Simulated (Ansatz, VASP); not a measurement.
# One calculation of Si2F3, two programs

```
CELL_PARAMETERS angstrom
4.25948 0.00000 0.00000
0.00000 4.25948 0.00000
0.00000 0.00000 4.25948
ATOMIC_POSITIONS crystal
Si 0.00000 0.00000 0.00000
Si 0.50000 0.50000 0.50000
F 0.00000 0.50000 0.50000
F 0.50000 0.00000 0.50000
F 0.50000 0.50000 0.00000
```

Alike in both runs: task single point; functional PBE; k mesh 4 × 4 × 4; occupations gaussian, width 0.1 eV; no spin polarisation.

```csv
,VASP,Ansatz
version,VASP 6.6.1,Ansatz 0.2.0
potentials or method,"VASP PAW PBE potentials, release 64 (Si, F), cutoff 520 eV","scalar-relativistic, plane waves, PAW"
valence electrons in the cell,29,29
```

|  | VASP | Ansatz | Ansatz less VASP |
| --- | --- | --- | --- |
| gap on the k mesh at the Fermi level (eV) | none | none | - |
| pressure (GPa) | -0.8 | -0.6 | +0.22 |

A gap of «none» marks a metal or a gap that the smearing closes. The functional is the same, so the differences come from potentials, cutoffs and numerics.

The k mesh is coarse, so the values compare programs but aren't converged.
